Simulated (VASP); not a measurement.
NaI, 2 atoms in the cell. The structure is cubic, space group Fm-3m (No. 225). Conventional cell: a = 6.600 Å, b = 6.600 Å, c = 6.600 Å, α = 90.00°, β = 90.00°, γ = 90.00°. Within 4.3 Å of I (site symmetry m-3m) lie 6 Na at 3.30 Å. Within 4.3 Å of Na (site symmetry m-3m) lie 6 I at 3.30 Å. 

| Quantity | Value |
| --- | --- |
| Program | VASP 6.6.1 |
| Task | single point |
| Functional | PBE |
| Potentials or basis | VASP PAW PBE potentials, release 64 (I, Na_pv) |
| Cutoff | 520 eV |
| k mesh | 7 × 7 × 7 |
| Occupations | fermi-dirac, width 0.05 eV |
| Spin | no spin polarisation |
| Dipole correction | no |
| Further INCAR settings | ALGO = Normal; EDIFF = 1e-06; NBANDS = 14 |

Potentials or basis: VASP PAW PBE potentials, release 64 (I, Na_pv).

Run with:

```console
$ cat potpaw_PBE.64/I/POTCAR potpaw_PBE.64/Na_pv/POTCAR > POTCAR
$ mpirun -np 1 vasp_std > vasp.out
```

Hardware: 1 thread of Intel(R) Xeon(R) Platinum 8488C (Sapphire Rapids), on a shared host.

**Question.** How long does it take, and how much memory?

**Answer.** It took 13 s on 1 thread of Intel(R) Xeon(R) Platinum 8488C (Sapphire Rapids) (shared host), peak memory 0.2 GiB. Counts: scf iterations 12, k points 20.
